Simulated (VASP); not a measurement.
# Ag (I4/mmm) in VASP: further runs

The runs below take Ag through single point, with LDA.

All numbers are computed with VASP 6.6.1; they aren't measurements. Logs are shortened: lines on timing, memory, paths and dates and some standing lists are left out, and cuts for length are marked.

## 1. The cell of the first run

Symmetry: I4/mmm, No. 139, tetragonal system. The conventional cell has a = 2.889 Å, b = 2.889 Å, c = 4.209 Å, α = 90.00°, β = 90.00°, γ = 90.00°. Within 3.8 Å of Ag (site symmetry 4/mmm) lie 12 Ag at 2.89 to 2.93 Å.

## 2. Single point, LDA (zz strain of +3 %)

Input file INCAR:

```
PREC = Accurate ; ENCUT = 520
EDIFF = 1E-7 ; ISMEAR = -1
SIGMA = 0.05 ; LREAL = F
LASPH = T ; NELM = 80
ALGO = Normal ; ISIF = 2
LWAVE = F ; LCHARG = F
NBANDS = 12
```

Input file KPOINTS:

```
Automatic mesh
0
Gamma
  15 15 15
```

Input file POSCAR:

```
Ag
1.0
    0.0000000000      2.0431000000      2.1043930000
    2.0431000000      0.0000000000      2.1043930000
    2.0431000000      2.0431000000      0.0000000000
Ag
1
Direct
    0.0000000000      0.0000000000      0.0000000000
```

Potentials or basis: VASP PAW LDA potentials, release 64 (Ag).

Launch:

```console
> cat potpaw_LDA.64/Ag/POTCAR > POTCAR
> mpirun -np 1 vasp_std > vasp.out
```

OUTCAR:

```text
PREC = Accurate
   ENCUT = 520
   EDIFF = 1E-7
   ISMEAR = -1
   LREAL = F
   LASPH = T
   NELM = 80
   ISIF = 2

 ion  position               nearest neighbor table
   1  0.000  0.000  0.000-

  LATTYP: Found a body centered tetragonal cell.
 ALAT       =     2.8893797293
 C/A-ratio  =     1.4566399692

  Lattice vectors:

 A1 = (  -2.0431000000,   0.0000000000,   2.1043930000)
 A2 = (   2.0431000000,   0.0000000000,   2.1043930000)
 A3 = (   0.0000000000,   2.0431000000,  -2.1043930000)

Analysis of symmetry for initial positions (statically):
=====================================================================
 Subroutine PRICEL returns:
 Original cell was already a primitive cell.

 Routine SETGRP: Setting up the symmetry group for a
 body centered tetragonal supercell.

 Subroutine GETGRP returns: Found 16 space group operations
 (whereof 16 operations were pure point group operations)
 out of a pool of 16 trial point group operations.

The static configuration has the point symmetry D_4h.

Analysis of symmetry for dynamics (positions and initial velocities):
=====================================================================
 Subroutine PRICEL returns:
 Original cell was already a primitive cell.

 Routine SETGRP: Setting up the symmetry group for a
 body centered tetragonal supercell.

 Subroutine GETGRP returns: Found 16 space group operations
 (whereof 16 operations were pure point group operations)
 out of a pool of 16 trial point group operations.

The dynamic configuration has the point symmetry D_4h.

 Subroutine INISYM returns: Found 16 space group operations
 (whereof 16 operations are pure point group operations),
 and found     1 'primitive' translations

----------------------------------------------------------------------------------------

                                     Primitive cell

  volume of cell :      17.5686

  direct lattice vectors                    reciprocal lattice vectors
     0.000000000  2.043100000  2.104393000    -0.244726151  0.244726151  0.237598205
     2.043100000  0.000000000  2.104393000     0.244726151 -0.244726151  0.237598205
     2.043100000  2.043100000  0.000000000     0.244726151  0.244726151 -0.237598205

  length of vectors
     2.933040659  2.933040659  2.889379729     0.419803151  0.419803151  0.419803151

  position of ions in fractional coordinates (direct lattice)
     0.000000000  0.000000000  0.000000000

  ion indices of the primitive-cell ions
   primitive index   ion index
                 1           1

----------------------------------------------------------------------------------------
[... 76 lines left out ...]
   ISIF   =      2    stress and relaxation
   ISYM   =      2    0-nonsym 1-usesym 2-fastsym
   POTIM  = 0.5000    time-step for ionic-motion
   TEBEG  =    0.0;   TEEND  =   0.0 temperature during run
   PSTRESS=    0.0 pullay stress
   NELECT =      11.0000    total number of electrons
   NUPDOWN=      -1.0000    fix difference up-down
   EMIN   =  10.00;   EMAX   =-10.00  energy-range for DOS
   EFERMI =   0.00;   METHOD = LEGACY
   ISMEAR =    -1;   SIGMA  =   0.05  broadening in eV -4-tet -1-fermi 0-gaus
   EFERMI_NEDOS =   21; number of points for ismear=-14 and -15
   IALGO  =     38    algorithm
   IMIX   =      4    mixing-type and parameters
     AMIX     =   0.40;   BMIX     =  1.00
     AMIX_MAG =   1.60;   BMIX_MAG =  1.00
  volume/ion in A,a.u.               =      17.57       118.56
  Fermi-wavevector in a.u.,A,eV,Ry     =   1.400534  2.646626 26.687771  1.961496
  Thomas-Fermi vector in A             =   2.523485
   LORBIT       =      0    0 simple, 1 ext, 2 COOP (PROOUT), +10 PAW based schemes
   GGA     = CA    functional components
   LHFCALC =     F    Hartree Fock is set to
   AEXX    =    0.0000 exact exchange contribution
   IVDW    =     0    specifies the selected vdW correction
   LEPSILON=     F    determine dielectric tensor
   LRPA    =     F    only Hartree local field effects (RPA)
 non-spin polarized calculation
  energy-cutoff  :      520.00
  volume of cell :       17.57
 maximum number of plane-waves:       495
 NGX is ok and might be reduce to    24
   NGX = 11   NGY = 11   NGZ = 11

 number of electron      10.9999997 magnetization

 Free energy of the ion-electron system (eV)
  ---------------------------------------------------
  ext. energy  EPLUGINS =         0.00000000
  ---------------------------------------------------
  free energy    TOTEN  =        -3.72836414 eV

  energy without entropy =       -3.72531303  energy(sigma->0) =       -3.72683858

 E-fermi :   7.8397     XC(G=0): -12.4085

 val. band max:        7.7903493576   @ k =  -0.4667   0.2667   0.2000
 cond. band min:       7.8404841994   @ k =  -0.2667   0.0667   0.2667
 fundamental gap:      0.0501348418
 Fermi energy:         7.8396686856

 k-point     1 :       0.0000    0.0000    0.0000
  band No.  band energies     occupation
      1       0.1224      2.00000
      2       2.9408      2.00000
      3       3.1273      2.00000
      4       3.1273      2.00000
      5       3.9656      2.00000
      6       4.1549      2.00000
      7      23.7014      0.00000
      8      26.7927      0.00000
      9      27.1207      0.00000
     10      27.1207      0.00000
     11      31.9556      0.00000
     12      32.6450      0.00000
[... 331 lines left out ...]
 k-point    24 :       0.2000    0.1333    0.0000
  band No.  band energies     occupation
      1       1.1987      2.00000
      2       2.6042      2.00000
      3       3.4172      2.00000
      4       3.5022      2.00000
      5       3.7780      2.00000
      6       4.3114      2.00000
      7      22.6673      0.00000
      8      24.3393      0.00000
      9      24.5395      0.00000
     10      25.9316      0.00000
     11      28.6769      0.00000
     12      32.7302      0.00000

 [... further k-points ...]
[... 5 lines left out ...]
  --------------------------------------------------------------------------------------
  -------------------------------------------------------------------------------------
  Total       -1.0535909     -1.0535909     -1.1097262      0.0000000      0.0000000     -0.0000000
  in kB      -96.0829896    -96.0829896   -101.2022881      0.0000000      0.0000000     -0.0000000
  external PRESSURE =     -97.7894225 kB  Pullay stress =       0.0000000 kB

 VOLUME and BASIS-vectors are now :
 -----------------------------------------------------------------------------
  energy-cutoff  :      520.00
  volume of cell :       17.57
      direct lattice vectors                 reciprocal lattice vectors
     0.000000000  2.043100000  2.104393000    -0.244726151  0.244726151  0.237598205
     2.043100000  0.000000000  2.104393000     0.244726151 -0.244726151  0.237598205
     2.043100000  2.043100000  0.000000000     0.244726151  0.244726151 -0.237598205

 POSITION                                       TOTAL-FORCE (eV/Angst)
 -----------------------------------------------------------------------------------
      0.00000      0.00000      0.00000         0.000000      0.000000      0.000000
 -----------------------------------------------------------------------------------
    total drift:                               -0.000000      0.000000     -0.000000

  FREE ENERGIE OF THE ION-ELECTRON SYSTEM (eV)
  ---------------------------------------------------
  free  energy   TOTEN  =        -3.7283641396 eV

  energy  without entropy=       -3.7253130257  energy(sigma->0) =       -3.72683858
```

stdout:

```text
POSCAR found type information on POSCAR Ag
 POSCAR found :  1 types and       1 ions
 scaLAPACK will be used
 LDA part: xc-table for (Slater(with rela. corr.)+CA(PZ))
 , standard interpolation
 POSCAR, INCAR and KPOINTS ok, starting setup
 FFT: planning ... GRIDC
 FFT: planning ... GRID_SOFT
 FFT: planning ... GRID
 WAVECAR not read
 entering main loop
```

It took 20 s on 1 thread of Intel Xeon Platinum 8488C (Sapphire Rapids), shared host; peak memory 0.17 GiB.

Results:

```
Free energy : -3.7284 eV
Pressure    : -9.8 GPa
```

Stress tensor (GPa, compression positive):
```
 -9.61   0.00   0.00
  0.00  -9.61   0.00
  0.00   0.00 -10.12
```

Caveat: the cell differs from its parent crystal (zz strain of +3 %).

## 3. Single point, LDA (equal xx and yy strain of -2 %)

Input file INCAR:

```
PREC = Accurate
ENCUT = 520
EDIFF = 1E-6
ISMEAR = -1
SIGMA = 0.05
LREAL = F
LASPH = T
NELM = 60
ALGO = Normal
ISIF = 2
LWAVE = F
LCHARG = F
NBANDS = 12
```

KPOINTS is that of step 2.

Input file POSCAR:

```
Ag
1.0
    0.0000000000      2.0022380000      2.0431000000
    2.0022380000      0.0000000000      2.0431000000
    2.0022380000      2.0022380000      0.0000000000
Ag
1
Direct
    0.0000000000      0.0000000000      0.0000000000
```

Potentials or basis: VASP PAW LDA potentials, release 64 (Ag).

Launch:

```console
> cat potpaw_LDA.64/Ag/POTCAR > POTCAR
> mpirun -np 1 vasp_std > vasp.out
```

OUTCAR:

```text
PREC = Accurate
   ENCUT = 520
   EDIFF = 1E-6
   ISMEAR = -1
   LREAL = F
   LASPH = T
   NELM = 60
   ISIF = 2

 ion  position               nearest neighbor table
   1  0.000  0.000  0.000-

  LATTYP: Found a body centered tetragonal cell.
 ALAT       =     2.8315921347
 C/A-ratio  =     1.4430750636

  Lattice vectors:

 A1 = (  -2.0022380000,   0.0000000000,   2.0431000000)
 A2 = (   2.0022380000,   0.0000000000,   2.0431000000)
 A3 = (   0.0000000000,   2.0022380000,  -2.0431000000)

Analysis of symmetry for initial positions (statically):
=====================================================================
 Subroutine PRICEL returns:
 Original cell was already a primitive cell.

 Routine SETGRP: Setting up the symmetry group for a
 body centered tetragonal supercell.

 Subroutine GETGRP returns: Found 16 space group operations
 (whereof 16 operations were pure point group operations)
 out of a pool of 16 trial point group operations.

The static configuration has the point symmetry D_4h.

Analysis of symmetry for dynamics (positions and initial velocities):
=====================================================================
 Subroutine PRICEL returns:
 Original cell was already a primitive cell.

 Routine SETGRP: Setting up the symmetry group for a
 body centered tetragonal supercell.

 Subroutine GETGRP returns: Found 16 space group operations
 (whereof 16 operations were pure point group operations)
 out of a pool of 16 trial point group operations.

The dynamic configuration has the point symmetry D_4h.

 Subroutine INISYM returns: Found 16 space group operations
 (whereof 16 operations are pure point group operations),
 and found     1 'primitive' translations

----------------------------------------------------------------------------------------

                                     Primitive cell

  volume of cell :      16.3814

  direct lattice vectors                    reciprocal lattice vectors
[... 107 lines left out ...]
  Fermi-wavevector in a.u.,A,eV,Ry     =   1.433580  2.709074 27.962051  2.055153
  Thomas-Fermi vector in A             =   2.553083
   LORBIT       =      0    0 simple, 1 ext, 2 COOP (PROOUT), +10 PAW based schemes
   GGA     = CA    functional components
   LHFCALC =     F    Hartree Fock is set to
   AEXX    =    0.0000 exact exchange contribution
   IVDW    =     0    specifies the selected vdW correction
   LEPSILON=     F    determine dielectric tensor
   LRPA    =     F    only Hartree local field effects (RPA)
 non-spin polarized calculation
  energy-cutoff  :      520.00
  volume of cell :       16.38
 maximum number of plane-waves:       452
 NGX is ok and might be reduce to    24
   NGX = 11   NGY = 11   NGZ = 11

 number of electron      11.0000002 magnetization

 Free energy of the ion-electron system (eV)
  ---------------------------------------------------
  ext. energy  EPLUGINS =         0.00000000
  ---------------------------------------------------
  free energy    TOTEN  =        -3.77726531 eV

  energy without entropy =       -3.77407707  energy(sigma->0) =       -3.77567119

 E-fermi :   8.8711     XC(G=0): -12.8210

 val. band max:        8.8594081526   @ k =  -0.4000  -0.0000   0.1333
 cond. band min:       8.8879461451   @ k =  -0.4667   0.2667   0.2000
 fundamental gap:      0.0285379926
 Fermi energy:         8.8710618033

 k-point     1 :       0.0000    0.0000    0.0000
  band No.  band energies     occupation
      1       0.5953      2.00000
      2       3.7027      2.00000
      3       3.8431      2.00000
      4       3.8431      2.00000
      5       4.8522      2.00000
      6       4.9977      2.00000
      7      24.8281      0.00000
      8      28.3722      0.00000
      9      28.6616      0.00000
     10      28.6616      0.00000
     11      33.6835      0.00000
     12      34.8559      0.00000
[... 331 lines left out ...]
 k-point    24 :       0.2000    0.1333    0.0000
  band No.  band energies     occupation
      1       1.7444      2.00000
      2       3.3047      2.00000
      3       4.1896      2.00000
      4       4.2651      2.00000
      5       4.6063      2.00000
      6       5.1829      2.00000
      7      24.1947      0.00000
      8      25.6840      0.00000
      9      26.2351      0.00000
     10      27.5361      0.00000
     11      31.1080      0.00000
     12      34.4966      0.00000

 [... further k-points ...]
[... 5 lines left out ...]
  --------------------------------------------------------------------------------------
  -------------------------------------------------------------------------------------
  Total       -0.2756380     -0.2756380     -0.3391485      0.0000000      0.0000000      0.0000000
  in kB      -26.9586774    -26.9586774    -33.1703068      0.0000000      0.0000000      0.0000000
  external PRESSURE =     -29.0292206 kB  Pullay stress =       0.0000000 kB

 VOLUME and BASIS-vectors are now :
 -----------------------------------------------------------------------------
  energy-cutoff  :      520.00
  volume of cell :       16.38
      direct lattice vectors                 reciprocal lattice vectors
     0.000000000  2.002238000  2.043100000    -0.249720563  0.249720563  0.244726151
     2.002238000  0.000000000  2.043100000     0.249720563 -0.249720563  0.244726151
     2.002238000  2.002238000  0.000000000     0.249720563  0.249720563 -0.244726151

 POSITION                                       TOTAL-FORCE (eV/Angst)
 -----------------------------------------------------------------------------------
      0.00000      0.00000      0.00000         0.000000     -0.000000      0.000000
 -----------------------------------------------------------------------------------
    total drift:                               -0.000000     -0.000000     -0.000000

  FREE ENERGIE OF THE ION-ELECTRON SYSTEM (eV)
  ---------------------------------------------------
  free  energy   TOTEN  =        -3.7772653092 eV

  energy  without entropy=       -3.7740770726  energy(sigma->0) =       -3.77567119
```

It took 47 s on 1 thread of Intel Xeon 8259CL, shared host; peak memory 0.17 GiB.

Results:

```yaml
Free_energy: -3.7773 eV
Pressure: -2.9 GPa
```

Caveat: the cell differs from its parent crystal (equal xx and yy strain of -2 %).
